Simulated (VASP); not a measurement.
# CsH (I4mm) in VASP: notebook, part 3 of 3

VASP 6.6.1. Earlier steps stand in the parts before.

## (6) Single point, r2SCAN (all Cs atoms moved +0.188 Å, as atom 1 along Cartesian [0 0 1])

Input file POSCAR:

```
CsH
1.0
    0.0000000000      3.1880000000      3.1880000000
    3.1880000000      0.0000000000      3.1880000000
    3.1880000000      3.1880000000      0.0000000000
Cs H
1 1
Direct
    0.0294071518      0.0294071518     -0.0294071518
    0.5000000000      0.5000000000      0.5000000000
```

Input file INCAR.step1:

```
ALGO = Normal
EDIFF = 1E-4
ENCUT = 520
GGA = PE
ISMEAR = 0
LASPH = T
LCHARG = F
LREAL = F
LWAVE = T
NBANDS = 12
NELM = 100
PREC = Accurate
SIGMA = 0.05
```

Input file INCAR.step2:

```
ALGO = Normal
EDIFF = 1E-6
ENCUT = 520
ISIF = 2
ISMEAR = 0
ISTART = 1
LASPH = T
LCHARG = T
LELF = T
LMIXTAU = T
LREAL = F
LVHAR = T
LWAVE = F
METAGGA = R2SCAN
NBANDS = 12
NELM = 100
PREC = Accurate
SIGMA = 0.05
```

Input file KPOINTS:

```
k-points
0
Gamma
  6 6 6
```

Potentials or basis: VASP PAW PBE potentials, release 64 (Cs_sv, H).

Started as:

```sh
$ cat potpaw_PBE.64/Cs_sv/POTCAR potpaw_PBE.64/H/POTCAR > POTCAR
$ cp INCAR.step1 INCAR
$ mpirun -np 1 vasp_std > vasp.out
$ cp INCAR.step2 INCAR
$ mpirun -np 1 vasp_std > vasp.out
```

OUTCAR:

```text
EDIFF = 1E-6
   ENCUT = 520
   ISIF = 2
   ISMEAR = 0
   ISTART = 1
   LASPH = T
   LREAL = F
   METAGGA = R2SCAN
   NELM = 100
   PREC = Accurate

 ion  position               nearest neighbor table
   1  0.029  0.029  0.971-
   2  0.500  0.500  0.500-

  LATTYP: Found a face centered cubic cell.
 ALAT       =     6.3760000000

  Lattice vectors:

 A1 = (   0.0000000000,   3.1880000000,   3.1880000000)
 A2 = (   3.1880000000,   0.0000000000,   3.1880000000)
 A3 = (   3.1880000000,   3.1880000000,   0.0000000000)

Analysis of symmetry for initial positions (statically):
=====================================================================
 Subroutine PRICEL returns:
 Original cell was already a primitive cell.

 Routine SETGRP: Setting up the symmetry group for a
 face centered cubic supercell.

 Subroutine GETGRP returns: Found  8 space group operations
 (whereof  8 operations were pure point group operations)
 out of a pool of 48 trial point group operations.

The static configuration has the point symmetry C_4v.

Analysis of symmetry for dynamics (positions and initial velocities):
=====================================================================
 Subroutine PRICEL returns:
 Original cell was already a primitive cell.

 Routine SETGRP: Setting up the symmetry group for a
 face centered cubic supercell.

 Subroutine GETGRP returns: Found  8 space group operations
 (whereof  8 operations were pure point group operations)
 out of a pool of 48 trial point group operations.

The dynamic configuration has the point symmetry C_4v.

 Subroutine INISYM returns: Found  8 space group operations
 (whereof  8 operations are pure point group operations),
 and found     1 'primitive' translations

----------------------------------------------------------------------------------------

                                     Primitive cell

  volume of cell :      64.8015

  direct lattice vectors                    reciprocal lattice vectors
     0.000000000  3.188000000  3.188000000    -0.156838143  0.156838143  0.156838143
     3.188000000  0.000000000  3.188000000     0.156838143 -0.156838143  0.156838143
     3.188000000  3.188000000  0.000000000     0.156838143  0.156838143 -0.156838143

  length of vectors
     4.508512837  4.508512837  4.508512837     0.271651632  0.271651632  0.271651632

  position of ions in fractional coordinates (direct lattice)
     0.029407152  0.029407152  0.970592848
     0.500000000  0.500000000  0.500000000

  ion indices of the primitive-cell ions
   primitive index   ion index
                 1           1
                 2           2

----------------------------------------------------------------------------------------

 KPOINTS: k-points

Automatic generation of k-mesh.
 Grid dimensions read from file:
 generate k-points for:    6    6    6

 Generating k-lattice:

  Cartesian coordinates                     Fractional coordinates (reciprocal lattice)
    -0.026139691  0.026139691  0.026139691     0.166666667  0.000000000  0.000000000
     0.026139691 -0.026139691  0.026139691     0.000000000  0.166666667  0.000000000
     0.026139691  0.026139691 -0.026139691     0.000000000  0.000000000  0.166666667

  Length of vectors
     0.045275272  0.045275272  0.045275272

  Shift w.r.t. Gamma in fractional coordinates (k-lattice)
     0.000000000  0.000000000  0.000000000

 Subroutine IBZKPT returns following result:
 ===========================================

 Found     30 irreducible k-points:

 Following reciprocal coordinates:
            Coordinates               Weight
  0.000000  0.000000  0.000000      1.000000
  0.166667  0.000000  0.000000      8.000000
  0.333333  0.000000  0.000000      8.000000
  0.500000  0.000000  0.000000      4.000000
  0.166667  0.166667  0.000000      2.000000
  0.000000  0.166667  0.166667      4.000000
[... 16 lines left out ...]
  0.500000  0.333333  0.166667      8.000000
  0.166667  0.500000  0.333333      8.000000
 [... further k-points ...]
   k-points           NKPTS =     30   k-points in BZ     NKDIM =     30   number of bands    NBANDS=     12
   number of dos      NEDOS =    301   number of ions     NIONS =      2
   total plane-waves  NPLWV =  46656
   dimension x,y,z NGX =    36 NGY =   36 NGZ =   36
   dimension x,y,z NGXF=    72 NGYF=   72 NGZF=   72
   ions per type =               1   1
   NGX,Y,Z   is equivalent  to a cutoff of  13.27, 13.27, 13.27 a.u.
   NGXF,Y,Z  is equivalent  to a cutoff of  26.55, 26.55, 26.55 a.u.
 SYSTEM =  unknown system
   PREC   = accura    normal or accurate (medium, high low for compatibility)
   ISTART =      1    job   : 0-new  1-cont  2-samecut
   ICHARG =      0    charge: 1-file 2-atom 10-const
   ISPIN  =      1    spin polarized calculation?
   LNONCOLLINEAR =      F non collinear calculations
   LSORBIT =      F    spin-orbit coupling
   LASPH  =      T    aspherical Exc in radial PAW
   ENCUT  =  520.0 eV  38.22 Ry    6.18 a.u.   8.38  8.38  8.38*2*pi/ulx,y,z
   NELM   =    100;   NELMIN=  2; NELMDL=  0     # of ELM steps
   EDIFF  = 0.1E-05   stopping-criterion for ELM
   LREAL  =      F    real-space projection
   EDIFFG = 0.1E-04   stopping-criterion for IOM
   NSW    =      0    number of steps for IOM
   IBRION =     -1    ionic relax: 0-MD 1-quasi-New 2-CG
   NFREE  =      0    steps in history (QN), initial steepest desc. (CG)
   ISIF   =      2    stress and relaxation
   ISYM   =      2    0-nonsym 1-usesym 2-fastsym
   POTIM  = 0.5000    time-step for ionic-motion
   TEBEG  =    0.0;   TEEND  =   0.0 temperature during run
   PSTRESS=    0.0 pullay stress
   NELECT =      10.0000    total number of electrons
   NUPDOWN=      -1.0000    fix difference up-down
   EMIN   =  10.00;   EMAX   =-10.00  energy-range for DOS
   EFERMI =   0.00;   METHOD = LEGACY
   ISMEAR =     0;   SIGMA  =   0.05  broadening in eV -4-tet -1-fermi 0-gaus
   EFERMI_NEDOS =   21; number of points for ismear=-14 and -15
   IALGO  =     38    algorithm
   IMIX   =      4    mixing-type and parameters
     AMIX     =   0.40;   BMIX     =  1.00
     AMIX_MAG =   1.60;   BMIX_MAG =  1.00
  volume/ion in A,a.u.               =      32.40       218.65
  Fermi-wavevector in a.u.,A,eV,Ry     =   0.878105  1.659378 10.491026  0.771069
  Thomas-Fermi vector in A             =   1.998146
   LORBIT       =      0    0 simple, 1 ext, 2 COOP (PROOUT), +10 PAW based schemes
   METAGGA = R2SCAN    functional components
   LHFCALC =     F    Hartree Fock is set to
   AEXX    =    0.0000 exact exchange contribution
   IVDW    =     0    specifies the selected vdW correction
   LEPSILON=     F    determine dielectric tensor
   LRPA    =     F    only Hartree local field effects (RPA)
 non-spin polarized calculation
 Gauss-broadening in eV      SIGMA  =   0.05
  energy-cutoff  :      520.00
  volume of cell :       64.80
 maximum number of plane-waves:      1807
 NGX is ok and might be reduce to    36
   NGX = 17   NGY = 17   NGZ = 17

 number of electron       9.9999999 magnetization

 Free energy of the ion-electron system (eV)
  ---------------------------------------------------
  ext. energy  EPLUGINS =         0.00000000
  ---------------------------------------------------
  free energy    TOTEN  =       -28.97764328 eV

  energy without entropy =      -28.97764328  energy(sigma->0) =      -28.97764328

 E-fermi :   0.1034     XC(G=0):  -7.5540

 val. band max:       -0.1235562561   @ k =   0.5000   0.0000   0.0000
 cond. band min:       2.5683398123   @ k =   0.5000   0.0000   0.0000
 fundamental gap:      2.6918960684
 Fermi energy:         0.1034494802

 k-point     1 :       0.0000    0.0000    0.0000
  band No.  band energies     occupation
      1     -22.1795      2.00000
      2      -8.2671      2.00000
      3      -8.2671      2.00000
      4      -8.2642      2.00000
      5      -1.7568      2.00000
      6       5.5712      0.00000
      7       5.5712      0.00000
      8       5.5786      0.00000
      9       6.1758      0.00000
     10       7.4713      0.00000
     11       7.4869      0.00000
     12       9.1217      0.00000
[... 331 lines left out ...]
 k-point    24 :       0.1667    0.5000    0.3333
  band No.  band energies     occupation
      1     -22.0922      2.00000
      2      -8.8788      2.00000
      3      -8.5767      2.00000
      4      -8.4322      2.00000
      5      -0.7219      2.00000
      6       4.1029      0.00000
      7       4.1158      0.00000
      8       6.1379      0.00000
      9       7.3478      0.00000
     10       8.3438      0.00000
     11       9.3446      0.00000
     12      10.6094      0.00000

 [... further k-points ...]
[... 5 lines left out ...]
  --------------------------------------------------------------------------------------
  -------------------------------------------------------------------------------------
  Total       -0.0018385     -0.0018385      0.1524482      0.0000000      0.0000000     -0.0000000
  in kB       -0.0454548     -0.0454548      3.7691904      0.0000000      0.0000000     -0.0000000
  external PRESSURE =       1.2260936 kB  Pullay stress =       0.0000000 kB

 VOLUME and BASIS-vectors are now :
 -----------------------------------------------------------------------------
  energy-cutoff  :      520.00
  volume of cell :       64.80
      direct lattice vectors                 reciprocal lattice vectors
     0.000000000  3.188000000  3.188000000    -0.156838143  0.156838143  0.156838143
     3.188000000  0.000000000  3.188000000     0.156838143 -0.156838143  0.156838143
     3.188000000  3.188000000  0.000000000     0.156838143  0.156838143 -0.156838143

 POSITION                                       TOTAL-FORCE (eV/Angst)
 -----------------------------------------------------------------------------------
      3.18800      3.18800      0.18750         0.000000      0.000000     -0.123239
      3.18800      3.18800      3.18800         0.000000      0.000000      0.123239
 -----------------------------------------------------------------------------------
    total drift:                               -0.000000     -0.000000      0.000007

  FREE ENERGIE OF THE ION-ELECTRON SYSTEM (eV)
  ---------------------------------------------------
  free  energy   TOTEN  =       -28.9776432802 eV

  energy  without entropy=      -28.9776432802  energy(sigma->0) =      -28.97764328
```

OSZICAR.step1:

```text
N       E                     dE             d eps       ncg     rms          rms(c)
DAV:   1     0.419978327321E+02    0.41998E+02   -0.37919E+03   720   0.659E+02
DAV:   2    -0.186276459285E+01   -0.43861E+02   -0.41370E+02   900   0.114E+02
DAV:   3    -0.535544878199E+01   -0.34927E+01   -0.34878E+01   924   0.341E+01
DAV:   4    -0.538504872697E+01   -0.29600E-01   -0.29598E-01   808   0.363E+00
DAV:   5    -0.538517027609E+01   -0.12155E-03   -0.12155E-03   904   0.234E-01    0.380E+00
DAV:   6    -0.466245042244E+01    0.72272E+00   -0.58670E-01   824   0.291E+00    0.159E+00
DAV:   7    -0.451746389064E+01    0.14499E+00   -0.64684E-01   800   0.275E+00    0.672E-01
DAV:   8    -0.454892883236E+01   -0.31465E-01   -0.80841E-02   788   0.116E+00    0.435E-01
DAV:   9    -0.453975940735E+01    0.91694E-02   -0.18645E-02   844   0.571E-01    0.386E-02
DAV:  10    -0.454003752900E+01   -0.27812E-03   -0.25852E-03   768   0.200E-01    0.282E-02
DAV:  11    -0.454015986352E+01   -0.12233E-03   -0.30777E-04   808   0.804E-02    0.276E-02
DAV:  12    -0.454013385686E+01    0.26007E-04   -0.95138E-05   788   0.447E-02
   1 F= -.45401339E+01 E0= -.45401339E+01  d E =-.993053E-16
```

Run time: 4.8 min. Hardware: 1 thread of AMD EPYC 7R13, shared host; peak memory 0.19 GiB.

Results:

```yaml
Free_energy: -28.9776 eV
Pressure: 0.1 GPa
Largest_force: 0.123 eV/Å
Band_gap_on_the_k_mesh: 2.69 eV, direct
```

Forces on the atoms (eV/Å):
```
Cs   0.000  0.000 -0.123
H    0.000  0.000  0.123
```

Caveat: the cell differs from its parent crystal (all Cs atoms moved +0.188 Å, as atom 1 along Cartesian [0 0 1]); the PAW data sets were made with another functional, which shifts forces and pressure a little; spin-orbit coupling is left out, which moves the levels of the heavy elements. A k mesh can miss the band edges.
